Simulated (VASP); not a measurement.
Write the native input for VASP 6.6.1 that does the following.

| Item | Value |
| --- | --- |
| Task | single point |
| Functional | PBE |
| Potentials or basis | VASP PAW PBE potentials, release 64 (Mg, O) |
| Cutoff | 520 eV |
| k mesh | 6 × 6 × 6 |
| Occupations | gaussian, width 0.01 eV |
| Spin | no spin polarisation |
| Dipole correction | no |
| Further INCAR settings | ALGO = Normal; EDIFF = 1e-07; NBANDS = 11 |

The structure of MgO (Periclase) lies in POSCAR:

```
MgO
1.0
    0.0000000000      2.0665311751      2.0665311751
    2.0665311751      0.0000000000      2.0665311751
    2.0665311751      2.0665311751      0.0000000000
Mg O
1 1
Direct
    0.0000000000      0.0000000000      0.0000000000
    0.5000000000      0.5000000000      0.5000000000
```

This cell differs from its parent crystal: volume changed by -5%.

One way to write it, as run:

INCAR

```
  PREC = Accurate
  ENCUT = 520
  EDIFF = 1E-7
  ISMEAR = 0
  SIGMA = 0.01
  LREAL = False
  LASPH = True
  NELM = 100
  ALGO = Normal
  ISIF = 2
  LWAVE = False
  LCHARG = True
  GGA = PE
  LELF = True
  LVHAR = True
  NBANDS = 11
```

KPOINTS

```
Automatic mesh
0
Gamma
  6 6 6
```

Potentials or basis: VASP PAW PBE potentials, release 64 (Mg, O).

Command:

```bash
$ cat potpaw_PBE.64/Mg/POTCAR potpaw_PBE.64/O/POTCAR > POTCAR
$ mpirun -np 1 vasp_std > vasp.out
```

Results of the run:

```
Pressure               : 14.7 GPa
Band gap on the k mesh : 5.30 eV, direct
```

Caveat: the k points lie up to 0.44 Å⁻¹ apart.

Wall time 7.1 s on 1 thread of Intel Xeon 6975P-C, on a shared host, peak memory 0.14 GiB.
